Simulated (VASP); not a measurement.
Write the native input for VASP 6.6.1 that does the following.

```
Task                   : relaxation of cell and atoms
Functional             : PBEsol
Potentials or basis    : VASP PAW PBE potentials, release 64 (Ca_sv, Si, H)
Cutoff                 : 600 eV
k mesh                 : 6 × 6 × 4
Occupations            : fermi-dirac, width 0.03 eV
Spin                   : no spin polarisation
Dipole correction      : no
Further INCAR settings : ALGO = Normal; EDIFF = 1e-06; IBRION = 2; EDIFFG = -0.01; NSW = 100; ISIF = 3
```

The structure of CaSiH6 lies in POSCAR:

```
CaSiH6
1.0
    4.9987721900      0.0000000000      0.0000000000
    2.3871298000      4.4505287800      0.0000000000
    0.0201589400      2.7198420800      4.6730663000
Ca Si H
1 1 6
Direct
    0.0000000000      0.0000000000      0.0000000000
    0.5000000000      0.0000000000      0.5000000000
    0.7547898900      0.8582267600      0.2459348000
    0.2452101100      0.1417732400      0.7540652000
    0.5926646800      0.5261187000      0.7362050200
    0.4073353200      0.4738813000      0.2637949800
    0.1130170000      0.1308666100      0.2491420100
    0.8869830000      0.8691333900      0.7508579900
```

One way to write it, as run:

INCAR

```
PREC = Accurate
ENCUT = 600
EDIFF = 1E-6
ISMEAR = -1
SIGMA = 0.03
LREAL = F
LASPH = T
NELM = 60
ALGO = Normal
ISIF = 3
LWAVE = F
LCHARG = F
GGA = PS
IBRION = 2
NSW = 100
EDIFFG = -0.01
```

KPOINTS

```
Automatic mesh
0
Gamma
  6 6 4
```

Potentials or basis: VASP PAW PBE potentials, release 64 (Ca_sv, Si, H).

Launch:

```bash
$ cat potpaw_PBE.64/Ca_sv/POTCAR potpaw_PBE.64/Si/POTCAR potpaw_PBE.64/H/POTCAR > POTCAR
$ mpirun -np 1 vasp_std > vasp.out
```

Results of the run:

```json
{
  "Relaxed volume": "8.86 Å³/atom",
  "Relaxed cell": "a = 4.471 Å, b = 4.463 Å, c = 4.823 Å, α = 63.21°, β = 89.30°, γ = 59.32°",
  "Space group after relaxing (to 0.1 Å)": "P-1 (No. 2)",
  "Energy gained by relaxing": "517.4 meV/atom",
  "Ionic steps": "23",
  "Pressure after relaxing": "0.0 GPa",
  "Largest force after relaxing": "0.010 eV/Å",
  "Band gap on the k mesh": "1.25 eV (least direct gap 2.77 eV)"
}
```

Caveat: the volume moved by over 15 % at a fixed basis, so the end points are rough; the PAW data sets were made with another functional, which shifts forces and pressure a little.

It took 33 min on 1 thread of Intel(R) Xeon(R) Platinum 8488C (Sapphire Rapids), with other jobs on the host, peak memory 0.43 GiB.
